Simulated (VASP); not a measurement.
# KCl (Pm-3m) in VASP: a series of runs

KCl is run at these levels: PBE; tasks: electric field gradients.

All numbers are computed with VASP 6.6.1; they aren't measurements. Logs are shortened: lines on timing, memory, paths and dates and some standing lists are left out, and cuts for length are marked.

## Step 1: The cell of the first run

Symmetry: Pm-3m, No. 221, cubic system. Conventional cell: a = 3.572 Å, b = 3.572 Å, c = 3.572 Å, α = 90.00°, β = 90.00°, γ = 90.00°. Within 4.1 Å of K (site symmetry m-3m) lie 8 Cl at 3.09 Å and 6 K at 3.57 Å. Cl (site symmetry m-3m) has 8 K at 3.09 Å and 6 Cl at 3.57 Å within 4.1 Å.

## Step 2: Electric field gradients, PBE (volume scaled by 0.95)

File INCAR:

```
SYSTEM = KCl
PREC     = Accurate       ! precision mode
ENCUT    = 520            ! plane-wave cutoff, eV
EDIFF    = 1E-8           ! SCF threshold, eV
ISMEAR   = -1             ! smearing method
SIGMA    = 0.01           ! smearing width, eV
LREAL    = .FALSE.        ! projectors in reciprocal space
LASPH    = .TRUE.         ! aspherical terms in the spheres
NELM     = 100            ! most SCF steps
ALGO     = Normal         ! electronic algorithm
ISIF     = 2              ! what is computed and relaxed
LWAVE    = .FALSE.        ! write WAVECAR
LCHARG   = .FALSE.        ! write CHGCAR
GGA      = PE             ! functional
LEFG     = .TRUE.       
NBANDS   = 15             ! bands
```

File KPOINTS:

```
regular mesh
0
G
  7 7 7
  0 0 0
```

File POSCAR:

```
KCl
1.0
    3.5723948784      0.0000000000      0.0000000000
    0.0000000000      3.5723948784      0.0000000000
    0.0000000000      0.0000000000      3.5723948784
K Cl
1 1
Direct
    0.0000000000      0.0000000000      0.0000000000
    0.5000000000      0.5000000000      0.5000000000
```

Potentials or basis: VASP PAW PBE potentials, release 64 (K_sv, Cl).

Command:

```sh
> cat potpaw_PBE.64/K_sv/POTCAR potpaw_PBE.64/Cl/POTCAR > POTCAR
> mpirun -np 1 vasp_std > vasp.out
```

OUTCAR:

```text
SYSTEM = KCl
   PREC = Accurate
   ENCUT = 520
   EDIFF = 1E-8
   ISMEAR = -1
   LREAL = .FALSE.
   LASPH = .TRUE.
   NELM = 100
   ISIF = 2
   GGA = PE

 ion  position               nearest neighbor table
   1  0.000  0.000  0.000-   2 3.09   2 3.09   2 3.09   2 3.09   2 3.09   2 3.09   2 3.09   2 3.09

   2  0.500  0.500  0.500-   1 3.09   1 3.09   1 3.09   1 3.09   1 3.09   1 3.09   1 3.09   1 3.09

  LATTYP: Found a simple cubic cell.
 ALAT       =     3.5723948784

  Lattice vectors:

 A1 = (   3.5723948784,   0.0000000000,   0.0000000000)
 A2 = (   0.0000000000,   3.5723948784,   0.0000000000)
 A3 = (   0.0000000000,   0.0000000000,   3.5723948784)

Analysis of symmetry for initial positions (statically):
=====================================================================
 Subroutine PRICEL returns:
 Original cell was already a primitive cell.

 Routine SETGRP: Setting up the symmetry group for a
 simple cubic supercell.

 Subroutine GETGRP returns: Found 48 space group operations
 (whereof 48 operations were pure point group operations)
 out of a pool of 48 trial point group operations.

The static configuration has the point symmetry O_h .

Analysis of symmetry for dynamics (positions and initial velocities):
=====================================================================
 Subroutine PRICEL returns:
 Original cell was already a primitive cell.

 Routine SETGRP: Setting up the symmetry group for a
 simple cubic supercell.

 Subroutine GETGRP returns: Found 48 space group operations
 (whereof 48 operations were pure point group operations)
 out of a pool of 48 trial point group operations.

The dynamic configuration has the point symmetry O_h .

 Subroutine INISYM returns: Found 48 space group operations
 (whereof 48 operations are pure point group operations),
 and found     1 'primitive' translations

----------------------------------------------------------------------------------------

                                     Primitive cell

  volume of cell :      45.5909

  direct lattice vectors                    reciprocal lattice vectors
     3.572394878  0.000000000  0.000000000     0.279924262  0.000000000  0.000000000
     0.000000000  3.572394878  0.000000000     0.000000000  0.279924262  0.000000000
     0.000000000  0.000000000  3.572394878     0.000000000  0.000000000  0.279924262

  length of vectors
[... 130 lines left out ...]
 Fermi energy:         0.6094936582

 k-point     1 :       0.0000    0.0000    0.0000
  band No.  band energies     occupation
      1     -27.3726      2.00000
      2     -12.6525      2.00000
      3     -10.7007      2.00000
      4     -10.7007      2.00000
      5     -10.7007      2.00000
      6       0.1539      2.00000
      7       0.1539      2.00000
      8       0.1539      2.00000
      9       6.2627      0.00000
     10       6.6672      0.00000
     11       6.6672      0.00000
     12      11.5721      0.00000
     13      11.5721      0.00000
     14      11.5721      0.00000
[... 329 lines left out ...]
      2     -12.0128      2.00000
      3     -10.9975      2.00000
      4     -10.9957      2.00000
      5     -10.9957      2.00000
      6      -1.4331      2.00000
      7      -1.4331      2.00000
      8      -1.3513      2.00000
      9       9.3447      0.00000
     10       9.7305      0.00000
     11       9.7305      0.00000
     12      11.3273      0.00000
     13      11.3273      0.00000
     14      11.3334      0.00000
     15      13.8460      0.00000

------------------------ aborting loop because EDIFF is reached ----------------------------------------

  FORCE on cell =-STRESS in cart. coord.  units (eV):
  Direction    XX          YY          ZZ          XY          YZ          ZX
  --------------------------------------------------------------------------------------
  -------------------------------------------------------------------------------------
  Total        1.9194121      1.9194121      1.9194121      0.0000000     -0.0000000      0.0000000
  in kB       67.4528693     67.4528693     67.4528693      0.0000000     -0.0000000      0.0000000
  external PRESSURE =      67.4528693 kB  Pullay stress =       0.0000000 kB

 VOLUME and BASIS-vectors are now :
 -----------------------------------------------------------------------------
  energy-cutoff  :      520.00
  volume of cell :       45.59
      direct lattice vectors                 reciprocal lattice vectors
     3.572394878  0.000000000  0.000000000     0.279924262  0.000000000  0.000000000
     0.000000000  3.572394878  0.000000000     0.000000000  0.279924262  0.000000000
     0.000000000  0.000000000  3.572394878     0.000000000  0.000000000  0.279924262

 POSITION                                       TOTAL-FORCE (eV/Angst)
 -----------------------------------------------------------------------------------
      0.00000      0.00000      0.00000         0.000000      0.000000      0.000000
      1.78620      1.78620      1.78620         0.000000      0.000000      0.000000
 -----------------------------------------------------------------------------------
    total drift:                               -0.000000      0.000000      0.000000

  FREE ENERGIE OF THE ION-ELECTRON SYSTEM (eV)
  ---------------------------------------------------
  free  energy   TOTEN  =        -6.4654888252 eV

  energy  without entropy=       -6.4654888252  energy(sigma->0) =       -6.46548883

 Electric field gradients (V/A^2)
---------------------------------------------------------------------
 ion       V_xx      V_yy      V_zz      V_xy      V_xz      V_yz
---------------------------------------------------------------------
   1      -0.000    -0.000     0.000    -0.000    -0.000     0.000
   2       0.000     0.000    -0.000     0.000    -0.000     0.000
---------------------------------------------------------------------

 Electric field gradients after diagonalization (V/A^2)
 (convention: |V_zz| > |V_xx| > |V_yy|)
----------------------------------------------------------------------
 ion       V_xx      V_yy      V_zz     asymmetry (V_yy - V_xx)/ V_zz
----------------------------------------------------------------------
   1       0.000    -0.000    -0.000       1.044
   2       0.000     0.000    -0.000       0.244
----------------------------------------------------------------------

           NMR quadrupolar parameters

 Cq : quadrupolar parameter    Cq=e*Q*V_zz/h
 eta: asymmetry parameters     (V_yy - V_xx)/ V_zz
 Q  : nuclear electric quadrupole moment in mb (millibarn)
----------------------------------------------------------------------
 ion       Cq(MHz)       eta       Q (mb)
----------------------------------------------------------------------
   1      -0.000       1.044       1.000
   2      -0.000       0.244       1.000
----------------------------------------------------------------------
```

OSZICAR:

```text
N       E                     dE             d eps       ncg     rms          rms(c)
DAV:   1     0.104368569657E+03    0.10437E+03   -0.74070E+03   600   0.100E+03
DAV:   2    -0.142469043999E+01   -0.10579E+03   -0.98077E+02   789   0.251E+02
DAV:   3    -0.655983667264E+01   -0.51351E+01   -0.51053E+01   838   0.493E+01
DAV:   4    -0.674098558025E+01   -0.18115E+00   -0.18111E+00   859   0.850E+00
DAV:   5    -0.674212651960E+01   -0.11409E-02   -0.11409E-02   845   0.787E-01    0.406E+00
DAV:   6    -0.649284844435E+01    0.24928E+00   -0.25716E-01   712   0.345E+00    0.338E+00
DAV:   7    -0.646306809084E+01    0.29780E-01   -0.91810E-02   782   0.216E+00    0.190E+00
DAV:   8    -0.646537581636E+01   -0.23077E-02   -0.16262E-02   790   0.104E+00    0.239E-01
DAV:   9    -0.646531766859E+01    0.58148E-04   -0.48220E-04   796   0.159E-01    0.939E-02
DAV:  10    -0.646549103036E+01   -0.17336E-03   -0.24132E-04   656   0.123E-01    0.265E-02
DAV:  11    -0.646548973480E+01    0.12956E-05   -0.51094E-06   855   0.169E-02    0.116E-02
DAV:  12    -0.646548872440E+01    0.10104E-05   -0.28425E-06   635   0.133E-02    0.229E-03
DAV:  13    -0.646548881827E+01   -0.93863E-07   -0.90550E-08   884   0.267E-03    0.133E-03
DAV:  14    -0.646548882525E+01   -0.69779E-08   -0.62943E-08   642   0.204E-03
   1 F= -.64654888E+01 E0= -.64654888E+01  d E =-.205976E-12
```

It took 9.4 s on 1 thread of Intel Xeon Platinum 8488C (Sapphire Rapids), shared host; peak memory 0.15 GiB.

Results:

| Item | Value |
| --- | --- |
| Free energy | -6.4655 eV |
| Pressure | 6.7 GPa |
| Band gap on the k mesh | 5.91 eV, indirect (least direct gap 6.11 eV) |

Caveat: without QUAD_EFG the Cq values of the log hold for a quadrupole moment of 1 mb, not for the nuclei.

## Step 3: Electric field gradients, PBE (volume scaled by 0.975)

File INCAR:

```
SYSTEM = KCl
PREC     = Accurate       ! precision mode
ENCUT    = 520            ! plane-wave cutoff, eV
EDIFF    = 1E-8           ! SCF threshold, eV
ISMEAR   = -1             ! smearing method
SIGMA    = 0.01           ! smearing width, eV
LREAL    = .False.        ! projectors in reciprocal space
LASPH    = .True.         ! aspherical terms in the spheres
NELM     = 80             ! most SCF steps
ALGO     = Normal         ! electronic algorithm
ISIF     = 2              ! what is computed and relaxed
LWAVE    = .False.        ! write WAVECAR
LCHARG   = .False.        ! write CHGCAR
GGA      = PE             ! functional
LEFG     = .True.       
NBANDS   = 15             ! bands
```

File KPOINTS:

```
Automatic mesh
0
Gamma
  7 7 7
  0 0 0
```

File POSCAR:

```
KCl
1.0
    3.6034607410      0.0000000000      0.0000000000
    0.0000000000      3.6034607410      0.0000000000
    0.0000000000      0.0000000000      3.6034607410
K Cl
1 1
Direct
    0.0000000000      0.0000000000      0.0000000000
    0.5000000000      0.5000000000      0.5000000000
```

Potentials or basis: VASP PAW PBE potentials, release 64 (K_sv, Cl).

Command:

```sh
> cat potpaw_PBE.64/K_sv/POTCAR potpaw_PBE.64/Cl/POTCAR > POTCAR
> mpirun -np 1 vasp_std > vasp.out
```

OUTCAR:

```text
SYSTEM = KCl
   PREC = Accurate
   ENCUT = 520
   EDIFF = 1E-8
   ISMEAR = -1
   LREAL = .False.
   LASPH = .True.
   NELM = 80
   ISIF = 2
   GGA = PE

 ion  position               nearest neighbor table
   1  0.000  0.000  0.000-   2 3.12   2 3.12   2 3.12   2 3.12   2 3.12   2 3.12   2 3.12   2 3.12

   2  0.500  0.500  0.500-   1 3.12   1 3.12   1 3.12   1 3.12   1 3.12   1 3.12   1 3.12   1 3.12

  LATTYP: Found a simple cubic cell.
 ALAT       =     3.6034607410

  Lattice vectors:

 A1 = (   3.6034607410,   0.0000000000,   0.0000000000)
 A2 = (   0.0000000000,   3.6034607410,   0.0000000000)
 A3 = (   0.0000000000,   0.0000000000,   3.6034607410)

Analysis of symmetry for initial positions (statically):
=====================================================================
 Subroutine PRICEL returns:
 Original cell was already a primitive cell.

 Routine SETGRP: Setting up the symmetry group for a
 simple cubic supercell.

 Subroutine GETGRP returns: Found 48 space group operations
 (whereof 48 operations were pure point group operations)
 out of a pool of 48 trial point group operations.

The static configuration has the point symmetry O_h .

Analysis of symmetry for dynamics (positions and initial velocities):
=====================================================================
 Subroutine PRICEL returns:
 Original cell was already a primitive cell.

 Routine SETGRP: Setting up the symmetry group for a
 simple cubic supercell.

 Subroutine GETGRP returns: Found 48 space group operations
 (whereof 48 operations were pure point group operations)
 out of a pool of 48 trial point group operations.

The dynamic configuration has the point symmetry O_h .

[... 497 lines left out ...]
      6      -1.5207      2.00000
      7      -1.5207      2.00000
      8      -1.4467      2.00000
      9       9.1144      0.00000
     10       9.4880      0.00000
     11       9.4880      0.00000
     12      11.0176      0.00000
     13      11.0305      0.00000
     14      11.0305      0.00000
     15      13.5458      0.00000

------------------------ aborting loop because EDIFF is reached ----------------------------------------

  FORCE on cell =-STRESS in cart. coord.  units (eV):
  Direction    XX          YY          ZZ          XY          YZ          ZX
  --------------------------------------------------------------------------------------
  -------------------------------------------------------------------------------------
  Total        1.6249928      1.6249928      1.6249928      0.0000000     -0.0000000     -0.0000000
  in kB       55.6419874     55.6419874     55.6419874      0.0000000     -0.0000000     -0.0000000
  external PRESSURE =      55.6419874 kB  Pullay stress =       0.0000000 kB

 VOLUME and BASIS-vectors are now :
 -----------------------------------------------------------------------------
  energy-cutoff  :      520.00
  volume of cell :       46.79
      direct lattice vectors                 reciprocal lattice vectors
     3.603460741  0.000000000  0.000000000     0.277511002  0.000000000  0.000000000
     0.000000000  3.603460741  0.000000000     0.000000000  0.277511002  0.000000000
     0.000000000  0.000000000  3.603460741     0.000000000  0.000000000  0.277511002

 POSITION                                       TOTAL-FORCE (eV/Angst)
 -----------------------------------------------------------------------------------
      0.00000      0.00000      0.00000         0.000000      0.000000      0.000000
      1.80173      1.80173      1.80173         0.000000      0.000000      0.000000
 -----------------------------------------------------------------------------------
    total drift:                               -0.000000      0.000000      0.000000

  FREE ENERGIE OF THE ION-ELECTRON SYSTEM (eV)
  ---------------------------------------------------
  free  energy   TOTEN  =        -6.5119443274 eV

  energy  without entropy=       -6.5119443274  energy(sigma->0) =       -6.51194433

 Electric field gradients (V/A^2)
---------------------------------------------------------------------
 ion       V_xx      V_yy      V_zz      V_xy      V_xz      V_yz
---------------------------------------------------------------------
   1       0.000    -0.000     0.000    -0.000     0.000    -0.000
   2       0.000    -0.000     0.000    -0.000     0.000    -0.000
---------------------------------------------------------------------

 Electric field gradients after diagonalization (V/A^2)
 (convention: |V_zz| > |V_xx| > |V_yy|)
----------------------------------------------------------------------
 ion       V_xx      V_yy      V_zz     asymmetry (V_yy - V_xx)/ V_zz
----------------------------------------------------------------------
   1       0.000    -0.000     0.000      -0.466
   2       0.000     0.000    -0.000       0.760
----------------------------------------------------------------------

           NMR quadrupolar parameters

 Cq : quadrupolar parameter    Cq=e*Q*V_zz/h
 eta: asymmetry parameters     (V_yy - V_xx)/ V_zz
 Q  : nuclear electric quadrupole moment in mb (millibarn)
----------------------------------------------------------------------
 ion       Cq(MHz)       eta       Q (mb)
----------------------------------------------------------------------
   1       0.000      -0.466       1.000
   2      -0.000       0.760       1.000
----------------------------------------------------------------------
```

stdout:

```text
POSCAR found type information on POSCAR K Cl
 POSCAR found :  2 types and       2 ions
 scaLAPACK will be used
 LDA part: xc-table for (Slater+PW92), standard interpolation
 POSCAR, INCAR and KPOINTS ok, starting setup
 FFT: planning ... GRIDC
 FFT: planning ... GRID_SOFT
 FFT: planning ... GRID
 WAVECAR not read
 entering main loop
ion   1

ion   2
```

It took 9.7 s on 1 thread of Intel Xeon Platinum 8488C (Sapphire Rapids), shared host; peak memory 0.15 GiB.

What came out:

| Quantity | Value |
| --- | --- |
| Free energy | -6.5119 eV |
| Pressure | 5.6 GPa |
| Band gap on the k mesh | 5.75 eV, indirect (least direct gap 5.96 eV) |

Caveat: without QUAD_EFG the Cq values of the log hold for a quadrupole moment of 1 mb, not for the nuclei. A k mesh can miss the band edges.

(Part 1 of 2 ends here.)
